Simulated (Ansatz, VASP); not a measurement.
**Al3InAs4: VASP beside Ansatz**

```xyz
8
Lattice="-4.1269 0.0000 0.0000 0.0000 4.1297 5.8385 0.0000 4.1297 -5.8385" Properties=species:S:1:pos:R:3 pbc="T T T"
Al    0.0000    4.1297   -5.8380
Al   -2.0635    2.0704    2.9178
Al   -2.0635    6.1890    2.9178
In    0.0000    4.1297    0.0082
As    0.0000    6.2829    1.5230
As   -2.0635    4.1297   -1.5928
As    0.0000    1.9765    1.5230
As   -2.0635    4.1297    4.3797
```

Alike in both runs: task single point; functional PBE; k mesh 4 × 2 × 2; occupations gaussian, width 0.1 eV; no spin polarisation.

```csv
,VASP,Ansatz
version,VASP 6.6.1,Ansatz 0.2.0
potentials or method,"VASP PAW PBE potentials, release 64 (Al, In_d, As), cutoff 520 eV","scalar-relativistic, plane waves, PAW"
valence electrons in the cell,42,82
```

VASP gave:

```
gap on the k mesh at the Fermi level (eV)                     : 0.97
least direct gap on the mesh (eV)                             : 0.97
pressure (GPa)                                                : 0.1
traceless stress, the component that is largest in VASP (GPa) : -0.44
rms of the force components (eV/Å)                            : 0.018
```

Task: What did Ansatz give for the same quantities?

Result: gap on the k mesh at the Fermi level (eV): 0.97; least direct gap on the mesh (eV): 0.97; pressure (GPa): -0.1; traceless stress, the component that is largest in VASP (GPa): -0.44; rms of the force components (eV/Å): 0.019.

Atom by atom the forces differ by 0.002 eV/Å (rms over components). The functional is the same, so the differences come from potentials, cutoffs and numerics. VASP's potentials hold 42 valence electrons a cell and Ansatz's 82, so a difference there can come from the potentials and not from the codes.

The k mesh is coarse, so the values compare programs but aren't converged.
